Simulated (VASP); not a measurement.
# Ge (P4_2/mnm) in VASP: single point with PBE

Aim: the single point of Ge with PBE.

Everything below comes from runs of VASP 6.6.1. Logs are shortened: lines on timing, memory, paths and dates and some standing lists are left out, and cuts for length are marked.

## 1. The cell of the first run

The typed cell holds 4 atoms: a = 5.081 Å, b = 5.081 Å, c = 3.008 Å, α = 90.00°, β = 90.00°, γ = 90.00°.

## 2. Single point, PBE

File INCAR:

```
SYSTEM = Ge
PREC = Accurate
ENCUT = 520
EDIFF = 1E-6
ISMEAR = 0
SIGMA = 0.1
LREAL = .False.
LASPH = .True.
NELM = 60
ALGO = Normal
ISIF = 2
LWAVE = .False.
LCHARG = .False.
GGA = PE
NBANDS = 36
```

File KPOINTS:

```
Automatic mesh
0
Gamma
  10 10 14
  0 0 0
```

File POSCAR:

```
Ge
1.0
    5.0813980411      0.0000000000      0.0000000000
    0.0000000000      5.0813980411      0.0000000000
    0.0000000000      0.0000000000      3.0078994203
Ge
4
Direct
    0.7495145280      0.7495145280      0.0000000000
    0.2504854720      0.2504854720      0.0000000000
    0.7504854720      0.2495145280      0.5000000000
    0.2495145280      0.7504854720      0.5000000000
```

Potentials or basis: VASP PAW PBE potentials, release 64 (Ge_d).

Started as:

```bash
> cat potpaw_PBE.64/Ge_d/POTCAR > POTCAR
> mpirun -np 1 vasp_std > vasp.out
```

OUTCAR:

```text
SYSTEM = Ge
   PREC = Accurate
   ENCUT = 520
   EDIFF = 1E-6
   ISMEAR = 0
   LREAL = .False.
   LASPH = .True.
   NELM = 60
   ISIF = 2
   GGA = PE

 ion  position               nearest neighbor table
   1  0.750  0.750  0.000-
   2  0.250  0.250  0.000-
   3  0.750  0.250  0.500-
   4  0.250  0.750  0.500-

  LATTYP: Found a simple tetragonal cell.
 ALAT       =     5.0813980411
 C/A-ratio  =     0.5919432794

  Lattice vectors:

 A1 = (   5.0813980411,   0.0000000000,   0.0000000000)
 A2 = (   0.0000000000,   5.0813980411,   0.0000000000)
 A3 = (   0.0000000000,   0.0000000000,   3.0078994203)

Analysis of symmetry for initial positions (statically):
=====================================================================
 Subroutine PRICEL returns:
 Original cell was already a primitive cell.

 Routine SETGRP: Setting up the symmetry group for a
 simple tetragonal supercell.

 Subroutine GETGRP returns: Found 16 space group operations
 (whereof  8 operations were pure point group operations)
 out of a pool of 16 trial point group operations.

The static configuration has the point symmetry D_2h.
 The point group associated with its full space group is D_4h.

Analysis of symmetry for dynamics (positions and initial velocities):
=====================================================================
 Subroutine PRICEL returns:
 Original cell was already a primitive cell.

 Routine SETGRP: Setting up the symmetry group for a
 simple tetragonal supercell.

 Subroutine GETGRP returns: Found 16 space group operations
 (whereof  8 operations were pure point group operations)
 out of a pool of 16 trial point group operations.

The dynamic configuration has the point symmetry D_2h.
 The point group associated with its full space group is D_4h.

 Subroutine INISYM returns: Found 16 space group operations
 (whereof  8 operations are pure point group operations),
 and found     1 'primitive' translations

----------------------------------------------------------------------------------------

                                     Primitive cell

  volume of cell :      77.6658

  direct lattice vectors                    reciprocal lattice vectors
     5.081398041  0.000000000  0.000000000     0.196796234  0.000000000  0.000000000
     0.000000000  5.081398041  0.000000000     0.000000000  0.196796234  0.000000000
     0.000000000  0.000000000  3.007899420     0.000000000  0.000000000  0.332457925

  length of vectors
     5.081398041  5.081398041  3.007899420     0.196796234  0.196796234  0.332457925

  position of ions in fractional coordinates (direct lattice)
     0.749514528  0.749514528  0.000000000
     0.250485472  0.250485472  0.000000000
     0.750485472  0.249514528  0.500000000
     0.249514528  0.750485472  0.500000000

  ion indices of the primitive-cell ions
   primitive index   ion index
                 1           1
                 2           2
                 3           3
                 4           4

----------------------------------------------------------------------------------------

 KPOINTS: Automatic mesh

Automatic generation of k-mesh.
 Grid dimensions read from file:
 generate k-points for:   10   10   14

 Generating k-lattice:

  Cartesian coordinates                     Fractional coordinates (reciprocal lattice)
     0.019679623  0.000000000  0.000000000     0.100000000  0.000000000  0.000000000
     0.000000000  0.019679623  0.000000000     0.000000000  0.100000000  0.000000000
     0.000000000  0.000000000  0.023746995     0.000000000  0.000000000  0.071428571

  Length of vectors
     0.019679623  0.019679623  0.023746995

  Shift w.r.t. Gamma in fractional coordinates (k-lattice)
     0.000000000  0.000000000  0.000000000

 Subroutine IBZKPT returns following result:
 ===========================================

 Found    168 irreducible k-points:

 Following reciprocal coordinates:
            Coordinates               Weight
  0.000000  0.000000  0.000000      1.000000
  0.100000  0.000000  0.000000      4.000000
  0.200000  0.000000  0.000000      4.000000
  0.300000  0.000000  0.000000      4.000000
  0.400000  0.000000  0.000000      4.000000
  0.500000  0.000000  0.000000      2.000000
[... 16 lines left out ...]
  0.100000  0.000000  0.071429      8.000000
  0.200000  0.000000  0.071429      8.000000
 [... further k-points ...]
   k-points           NKPTS =    168   k-points in BZ     NKDIM =    168   number of bands    NBANDS=     36
   number of dos      NEDOS =    301   number of ions     NIONS =      4
   total plane-waves  NPLWV =  38400
   dimension x,y,z NGX =    40 NGY =   40 NGZ =   24
   dimension x,y,z NGXF=    80 NGYF=   80 NGZF=   48
   ions per type =               4
   NGX,Y,Z   is equivalent  to a cutoff of  13.09, 13.09, 13.26 a.u.
   NGXF,Y,Z  is equivalent  to a cutoff of  26.17, 26.17, 26.53 a.u.
 SYSTEM =  Ge
   PREC   = accura    normal or accurate (medium, high low for compatibility)
   ISTART =      0    job   : 0-new  1-cont  2-samecut
   ICHARG =      2    charge: 1-file 2-atom 10-const
   ISPIN  =      1    spin polarized calculation?
   LNONCOLLINEAR =      F non collinear calculations
   LSORBIT =      F    spin-orbit coupling
   LASPH  =      T    aspherical Exc in radial PAW
   ENCUT  =  520.0 eV  38.22 Ry    6.18 a.u.   9.45  9.45  5.59*2*pi/ulx,y,z
   NELM   =     60;   NELMIN=  2; NELMDL= -5     # of ELM steps
   EDIFF  = 0.1E-05   stopping-criterion for ELM
   LREAL  =      F    real-space projection
[... 7 lines left out ...]
   TEBEG  =    0.0;   TEEND  =   0.0 temperature during run
   PSTRESS=    0.0 pullay stress
   NELECT =      56.0000    total number of electrons
   NUPDOWN=      -1.0000    fix difference up-down
   EMIN   =  10.00;   EMAX   =-10.00  energy-range for DOS
   EFERMI =   0.00;   METHOD = LEGACY
   ISMEAR =     0;   SIGMA  =   0.10  broadening in eV -4-tet -1-fermi 0-gaus
   EFERMI_NEDOS =   21; number of points for ismear=-14 and -15
   IALGO  =     38    algorithm
   IMIX   =      4    mixing-type and parameters
     AMIX     =   0.40;   BMIX     =  1.00
     AMIX_MAG =   1.60;   BMIX_MAG =  1.00
  volume/ion in A,a.u.               =      19.42       131.03
  Fermi-wavevector in a.u.,A,eV,Ry     =   1.468005  2.774128 29.321089  2.155039
  Thomas-Fermi vector in A             =   2.583555
   LORBIT       =      0    0 simple, 1 ext, 2 COOP (PROOUT), +10 PAW based schemes
   GGA     = PE    functional components
   LHFCALC =     F    Hartree Fock is set to
   AEXX    =    0.0000 exact exchange contribution
   IVDW    =     0    specifies the selected vdW correction
   LEPSILON=     F    determine dielectric tensor
   LRPA    =     F    only Hartree local field effects (RPA)
 non-spin polarized calculation
 Gauss-broadening in eV      SIGMA  =   0.10
  energy-cutoff  :      520.00
  volume of cell :       77.67
 maximum number of plane-waves:      2116
 NGX is ok and might be reduce to    40
   NGX = 19   NGY = 19   NGZ = 11

 number of electron      55.9999975 magnetization

 Free energy of the ion-electron system (eV)
  ---------------------------------------------------
  ext. energy  EPLUGINS =         0.00000000
  ---------------------------------------------------
  free energy    TOTEN  =       -16.79557191 eV

  energy without entropy =      -16.78790298  energy(sigma->0) =      -16.79173745

 E-fermi :   6.4851     XC(G=0): -11.1486

 val. band max:        6.4811701941   @ k =   0.3000   0.0000   0.4286
 cond. band min:       6.4894718083   @ k =   0.4000   0.1000   0.4286
 fundamental gap:      0.0083016142
 Fermi energy:         6.4850888362

 k-point     1 :       0.0000    0.0000    0.0000
  band No.  band energies     occupation
      1     -18.2998      2.00000
      2     -18.2767      2.00000
      3     -18.2649      2.00000
      4     -18.2614      2.00000
      5     -18.2614      2.00000
      6     -18.2569      2.00000
[... 28 lines left out ...]
     35      14.4544      0.00000
     36      15.1716      0.00000

 k-point     2 :       0.1000    0.0000    0.0000
  band No.  band energies     occupation
      1     -18.2987      2.00000
      2     -18.2752      2.00000
      3     -18.2631      2.00000
      4     -18.2619      2.00000
      5     -18.2607      2.00000
      6     -18.2566      2.00000
[... 28 lines left out ...]
     35      14.4811      0.00000
     36      14.8250      0.00000

 k-point     3 :       0.2000    0.0000    0.0000
  band No.  band energies     occupation
      1     -18.2956      2.00000
      2     -18.2711      2.00000
      3     -18.2637      2.00000
      4     -18.2587      2.00000
      5     -18.2579      2.00000
      6     -18.2554      2.00000
[... 28 lines left out ...]
     35      14.0065      0.00000
     36      14.5574      0.00000

 k-point     4 :       0.3000    0.0000    0.0000
  band No.  band energies     occupation
      1     -18.2908      2.00000
      2     -18.2671      2.00000
      3     -18.2648      2.00000
      4     -18.2557      2.00000
      5     -18.2537      2.00000
      6     -18.2498      2.00000
[... 28 lines left out ...]
     35      13.6866      0.00000
     36      14.6719      0.00000

 k-point     5 :       0.4000    0.0000    0.0000
  band No.  band energies     occupation
      1     -18.2848      2.00000
      2     -18.2722      2.00000
      3     -18.2576      2.00000
      4     -18.2527      2.00000
      5     -18.2515      2.00000
      6     -18.2466      2.00000
[... 655 lines left out ...]
 k-point    22 :       0.0000    0.0000    0.0714
  band No.  band energies     occupation
      1     -18.2948      2.00000
      2     -18.2747      2.00000
      3     -18.2634      2.00000
      4     -18.2573      2.00000
      5     -18.2573      2.00000
      6     -18.2571      2.00000
[... 28 lines left out ...]
     35      14.3756      0.00000
     36      14.3875      0.00000

 k-point    23 :       0.1000    0.0000    0.0714
  band No.  band energies     occupation
      1     -18.2938      2.00000
      2     -18.2737      2.00000
      3     -18.2617      2.00000
      4     -18.2578      2.00000
      5     -18.2568      2.00000
      6     -18.2567      2.00000
[... 28 lines left out ...]
     35      14.3945      0.00000
     36      14.4116      0.00000

 k-point    24 :       0.2000    0.0000    0.0714
  band No.  band energies     occupation
      1     -18.2907      2.00000
      2     -18.2706      2.00000
      3     -18.2595      2.00000
      4     -18.2566      2.00000
      5     -18.2557      2.00000
      6     -18.2550      2.00000
[... 28 lines left out ...]
     35      14.4474      0.00000
     36      14.4521      0.00000

 [... further k-points ...]

------------------------ aborting loop because EDIFF is reached ----------------------------------------

  FORCE on cell =-STRESS in cart. coord.  units (eV):
  Direction    XX          YY          ZZ          XY          YZ          ZX
  --------------------------------------------------------------------------------------
  -------------------------------------------------------------------------------------
  Total       -0.0001134     -0.0001134      0.0030707     -0.0000000      0.0000000      0.0000000
  in kB       -0.0023403     -0.0023403      0.0633460     -0.0000000      0.0000000      0.0000000
  external PRESSURE =       0.0195551 kB  Pullay stress =       0.0000000 kB

 VOLUME and BASIS-vectors are now :
 -----------------------------------------------------------------------------
  energy-cutoff  :      520.00
  volume of cell :       77.67
      direct lattice vectors                 reciprocal lattice vectors
     5.081398041  0.000000000  0.000000000     0.196796234  0.000000000  0.000000000
     0.000000000  5.081398041  0.000000000     0.000000000  0.196796234  0.000000000
     0.000000000  0.000000000  3.007899420     0.000000000  0.000000000  0.332457925

 POSITION                                       TOTAL-FORCE (eV/Angst)
 -----------------------------------------------------------------------------------
      3.80858      3.80858      0.00000         0.000706      0.000706      0.000000
      1.27282      1.27282      0.00000        -0.000706     -0.000706     -0.000000
      3.81352      1.26788      1.50395        -0.000706      0.000706      0.000000
      1.26788      3.81352      1.50395         0.000706     -0.000706     -0.000000
 -----------------------------------------------------------------------------------
    total drift:                               -0.000000      0.000000      0.000000

  FREE ENERGIE OF THE ION-ELECTRON SYSTEM (eV)
  ---------------------------------------------------
  free  energy   TOTEN  =       -16.7955719143 eV

  energy  without entropy=      -16.7879029803  energy(sigma->0) =      -16.79173745
```

Run time: 4.2 min. Hardware: 1 thread of Intel Xeon Platinum 8259CL at 2.50GHz (Skylake/Cascade Lake), shared host; peak memory 0.42 GiB.

Results:

| Property | Result |
| --- | --- |
| Free energy | -16.7956 eV |
| Pressure | 0.0 GPa |
| Band gap on the k mesh | zero (bands 28 and 29 overlap by 3.49 eV) |
